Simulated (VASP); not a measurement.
# PC4 (Im-3m) in VASP: notebook, part 2 of 2

VASP 6.6.1. Earlier steps stand in the parts before.

## 3. Single point, PBE, collinear spin, ferromagnetic start

INCAR

```
SYSTEM = PC4
ALGO = Normal
EDIFF = 1E-6
ENCUT = 520
GGA = PE
ISIF = 2
ISMEAR = 0
ISPIN = 2
LASPH = .TRUE.
LCHARG = .FALSE.
LORBIT = 11
LREAL = .FALSE.
LWAVE = .FALSE.
MAGMOM = 0 1 1 1 1
NBANDS = 22
NELM = 150
PREC = Accurate
SIGMA = 0.1
```

KPOINTS

```
k-points
0
G
  6 6 6
  0 0 0
```

POSCAR

```
PC4
1.0
   -2.5745466700      2.5745466700      2.5745466700
    2.5745466700     -2.5745466700      2.5745466700
    2.5745466700      2.5745466700     -2.5745466700
P C
1 4
Direct
    0.0000000000      0.0000000000      0.0000000000
    0.0000000000      0.0000000000      0.5000000000
    0.5000000000      0.0000000000      0.0000000000
    0.5000000000      0.5000000000      0.5000000000
    0.0000000000      0.5000000000      0.0000000000
```

Potentials or basis: VASP PAW PBE potentials, release 64 (P, C).

On the command line:

```sh
> cat potpaw_PBE.64/P/POTCAR potpaw_PBE.64/C/POTCAR > POTCAR
> mpirun -np 1 vasp_std > vasp.out
```

Run time: 27 s. Hardware: 1 thread of Intel Xeon 6975P-C (Granite Rapids), shared host; peak memory 0.24 GiB.

Results (log left out):

```
Free energy                                           : -23.2308 eV
Pressure                                              : -28.3 GPa
Net moment                                            : 0.00 μB per cell
Valence electrons inside the program's atomic spheres : P 2.14; C 2.02
```

Levels at points of the mesh, in eV from the Fermi level:
Spin up:
```
           k point  band 6  band 7  band 8  band 9  band 10  band 11  band 12  band 13  band 14  band 15
(0.00, 0.00, 0.00)   -5.83   -5.83   -4.67   -1.89    -1.89    -1.89     2.36     2.36     2.36     3.45
(0.50, 0.00, 0.00)   -5.65   -1.45   -1.19   -1.10    -0.39    -0.28     0.10     1.28     1.60     2.30
(0.50, 0.50, 0.50)   -4.05   -4.05   -1.53   -1.53    -1.53     2.80     2.80     2.80     2.93     2.93
```
Spin down:
| k point | band 7 | band 8 | band 9 | band 10 | band 11 | band 12 | band 13 | band 14 |
| --- | --- | --- | --- | --- | --- | --- | --- | --- |
| (0.00, 0.00, 0.00) | -5.83 | -4.67 | -1.89 | -1.89 | -1.89 | 2.36 | 2.36 | 2.36 |
| (0.50, 0.00, 0.00) | -1.45 | -1.19 | -1.10 | -0.39 | -0.28 | 0.10 | 1.28 | 1.60 |
| (0.50, 0.50, 0.50) | -4.05 | -1.53 | -1.53 | -1.53 | 2.80 | 2.80 | 2.80 | 2.93 |

## 4. Relaxation of cell and atoms, PBE

This run uses another cell than the first one, of 8.26 Å³/atom, 0.605 times its volume.

INCAR

```
  PREC = Accurate
  ENCUT = 600
  EDIFF = 1E-6
  ISMEAR = 0
  SIGMA = 0.1
  LREAL = False
  LASPH = True
  NELM = 80
  ALGO = Normal
  ISIF = 3
  LWAVE = False
  LCHARG = False
  GGA = PE
  IBRION = 2
  NSW = 100
  EDIFFG = -0.01
```

KPOINTS

```
Automatic mesh
0
Gamma
  12 12 12
```

Edit POSCAR of step 3 so:

```diff
@@ -2,5 +2,5 @@
 1.0
-   -2.5745466700      2.5745466700      2.5745466700
-    2.5745466700     -2.5745466700      2.5745466700
-    2.5745466700      2.5745466700     -2.5745466700
+   -2.1775283181      2.1775283181      2.1775283181
+    2.1775283181     -2.1775283181      2.1775283181
+    2.1775283181      2.1775283181     -2.1775283181
 P C
```

Potentials or basis: VASP PAW PBE potentials, release 64 (P, C).

On the command line:

```sh
> cat potpaw_PBE.64/P/POTCAR potpaw_PBE.64/C/POTCAR > POTCAR
> mpirun -np 1 vasp_std > vasp.out
```

OUTCAR:

```text
PREC = Accurate
   ENCUT = 600
   EDIFF = 1E-6
   ISMEAR = 0
   LREAL = False
   LASPH = True
   NELM = 80
   ISIF = 3
   GGA = PE
   IBRION = 2
   NSW = 100
   EDIFFG = -0.01

 ion  position               nearest neighbor table
   1  0.000  0.000  0.000-   2 1.89   3 1.89   4 1.89   5 1.89   2 1.89   5 1.89   3 1.89   4 1.89

   2  0.000  0.000  0.500-   1 1.89   1 1.89
   3  0.500  0.000  0.000-   1 1.89   1 1.89
   4  0.500  0.500  0.500-   1 1.89   1 1.89
   5  0.000  0.500  0.000-   1 1.89   1 1.89

  LATTYP: Found a body centered cubic cell.
 ALAT       =     4.3550566362

  Lattice vectors:

 A1 = (  -2.1775283181,   2.1775283181,   2.1775283181)
 A2 = (   2.1775283181,  -2.1775283181,   2.1775283181)
 A3 = (   2.1775283181,   2.1775283181,  -2.1775283181)

Analysis of symmetry for initial positions (statically):
=====================================================================
 Subroutine PRICEL returns:
 Original cell was already a primitive cell.

 Routine SETGRP: Setting up the symmetry group for a
 body centered cubic supercell.

 Subroutine GETGRP returns: Found 48 space group operations
[... 9 lines left out ...]

 Routine SETGRP: Setting up the symmetry group for a
 body centered cubic supercell.

 Subroutine GETGRP returns: Found 48 space group operations
[... 11 lines left out ...]
                                     Primitive cell

  volume of cell :      41.3001

  direct lattice vectors                    reciprocal lattice vectors
    -2.177528318  2.177528318  2.177528318     0.000000000  0.229618139  0.229618139
     2.177528318 -2.177528318  2.177528318     0.229618139  0.000000000  0.229618139
     2.177528318  2.177528318 -2.177528318     0.229618139  0.229618139  0.000000000

  length of vectors
     3.771589682  3.771589682  3.771589682     0.324729086  0.324729086  0.324729086

  position of ions in fractional coordinates (direct lattice)
     0.000000000  0.000000000  0.000000000
     0.000000000  0.000000000  0.500000000
     0.500000000  0.000000000  0.000000000
     0.500000000  0.500000000  0.500000000
     0.000000000  0.500000000  0.000000000

  ion indices of the primitive-cell ions
[... 108 lines left out ...]
   LRPA    =     F    only Hartree local field effects (RPA)
 conjugate gradient relaxation of ions
 non-spin polarized calculation
 Gauss-broadening in eV      SIGMA  =   0.10
  energy-cutoff  :      600.00
  volume of cell :       41.30
 maximum number of plane-waves:      1409
   NGX = 15   NGY = 15   NGZ = 15

 number of electron      21.0000000 magnetization

 Free energy of the ion-electron system (eV)
  ---------------------------------------------------
  ext. energy  EPLUGINS =         0.00000000
  ---------------------------------------------------
  free energy    TOTEN  =       -26.91867223 eV

  energy without entropy =      -26.90898222  energy(sigma->0) =      -26.91382722

 E-fermi :   8.7305     XC(G=0): -12.1528

 val. band max:        8.7288036252   @ k =   0.3333   0.2500  -0.0000
 cond. band min:       8.7461953796   @ k =   0.1667   0.1667   0.0833
 fundamental gap:      0.0173917544
 Fermi energy:         8.7305015089

 k-point     1 :       0.0000    0.0000    0.0000
  band No.  band energies     occupation
      1     -11.0950      2.00000
      2      -0.9329      2.00000
      3      -0.9329      2.00000
      4      -0.9329      2.00000
      5       0.5431      2.00000
      6       0.5431      2.00000
      7       0.5431      2.00000
      8       4.3263      2.00000
      9       4.3263      2.00000
     10       4.3263      2.00000
     11       5.7729      2.00000
     12      11.8783      0.00000
     13      11.8783      0.00000
     14      11.8783      0.00000
[... 377 lines left out ...]
      1      -9.0223      2.00000
      2      -6.3210      2.00000
      3      -3.7250      2.00000
      4      -2.4725      2.00000
      5       0.8172      2.00000
      6       1.2994      2.00000
      7       5.9820      2.00000
      8       6.2021      2.00000
      9       6.4786      2.00000
     10       6.8617      2.00000
     11       8.4362      1.99997
     12       8.5164      1.99753
     13       9.5453      0.00000
     14      11.3497      0.00000

 [... further k-points ...]
[... 5 lines left out ...]
  --------------------------------------------------------------------------------------
  -------------------------------------------------------------------------------------
  Total       -0.0304272     -0.0304272     -0.0304272      0.0000000     -0.0000000      0.0000000
  in kB       -1.1803789     -1.1803789     -1.1803789      0.0000000     -0.0000000      0.0000000
  external PRESSURE =      -1.1803789 kB  Pullay stress =       0.0000000 kB

 VOLUME and BASIS-vectors are now :
 -----------------------------------------------------------------------------
  energy-cutoff  :      600.00
  volume of cell :       41.30
      direct lattice vectors                 reciprocal lattice vectors
    -2.177528318  2.177528318  2.177528318     0.000000000  0.229618139  0.229618139
     2.177528318 -2.177528318  2.177528318     0.229618139  0.000000000  0.229618139
     2.177528318  2.177528318 -2.177528318     0.229618139  0.229618139  0.000000000

 POSITION                                       TOTAL-FORCE (eV/Angst)
 -----------------------------------------------------------------------------------
      0.00000      0.00000      0.00000         0.000000      0.000000     -0.000000
      1.08876      1.08876     -1.08876         0.000000      0.000000      0.000000
     -1.08876      1.08876      1.08876         0.000000      0.000000      0.000000
      1.08876      1.08876      1.08876         0.000000     -0.000000     -0.000000
      1.08876     -1.08876      1.08876        -0.000000     -0.000000     -0.000000
 -----------------------------------------------------------------------------------
    total drift:                                0.000000      0.000000     -0.000000

  FREE ENERGIE OF THE ION-ELECTRON SYSTEM (eV)
  ---------------------------------------------------
  free  energy   TOTEN  =       -26.9186722305 eV

  energy  without entropy=      -26.9089822159  energy(sigma->0) =      -26.91382722

 reached required accuracy - stopping structural energy minimisation
```

CONTCAR:

```text
PC4
   1.00000000000000
    -2.1775283180999998    2.1775283180999998    2.1775283180999998
     2.1775283180999998   -2.1775283180999998    2.1775283180999998
     2.1775283180999998    2.1775283180999998   -2.1775283180999998
  P               C
     1     4
Direct
     0.0000000000000000    0.0000000000000000    0.0000000000000000
     0.0000000000000000    0.0000000000000000    0.5000000000000000
     0.5000000000000000    0.0000000000000000    0.0000000000000000
     0.5000000000000000    0.5000000000000000    0.5000000000000000
     0.0000000000000000    0.5000000000000000    0.0000000000000000

  0.00000000E+00  0.00000000E+00  0.00000000E+00
  0.00000000E+00  0.00000000E+00  0.00000000E+00
  0.00000000E+00  0.00000000E+00  0.00000000E+00
  0.00000000E+00  0.00000000E+00  0.00000000E+00
  0.00000000E+00  0.00000000E+00  0.00000000E+00
```

Wall time 26 s (1 thread of Intel Xeon 6975P-C (Granite Rapids), shared host); peak memory 0.19 GiB.

Results:

* Free energy: -26.9187 eV
* Pressure after relaxing: -0.1 GPa

Final structure:
```xyz
5
Lattice="-2.1775 2.1775 2.1775 2.1775 -2.1775 2.1775 2.1775 2.1775 -2.1775" Properties=species:S:1:pos:R:3 pbc="T T T"
P     0.0000    0.0000    0.0000
C     1.0888    1.0888   -1.0888
C    -1.0888    1.0888    1.0888
C     1.0888    1.0888    1.0888
C     1.0888   -1.0888    1.0888
```

Caveat: the relaxation stopped at its first step, so nothing moved.

## 5. The runs side by side

| task | spin | cell | k mesh | cutoff (eV) | gap on the mesh (eV) | pressure (GPa) |
| --- | --- | --- | --- | --- | --- | --- |
| relaxation of cell and atoms | off | relaxed from a = 4.459 Å, angles 109.5°, 5 atoms | 6 × 6 × 6 | 600 | none | 0.7 |
| single point | collinear, ferromagnetic start | a = 4.459 Å, angles 109.5°, 5 atoms | 6 × 6 × 6 | 520 | none | -28.3 |
| relaxation of cell and atoms | off | relaxed from a = 3.772 Å, angles 109.5°, 5 atoms | 12 × 12 × 12 | 600 | none | -0.1 |

Alike in all rows: level PBE; potentials or basis VASP PAW PBE potentials, release 64 (P, C); smearing gaussian 0.1 eV.

Caveats: the volume moved by over 15 % at a fixed basis, so the end points are rough (some runs); the relaxation stopped at its first step, so nothing moved (some runs).

Total energies depend on the potentials used, so only differences within one code and one set of settings carry meaning.
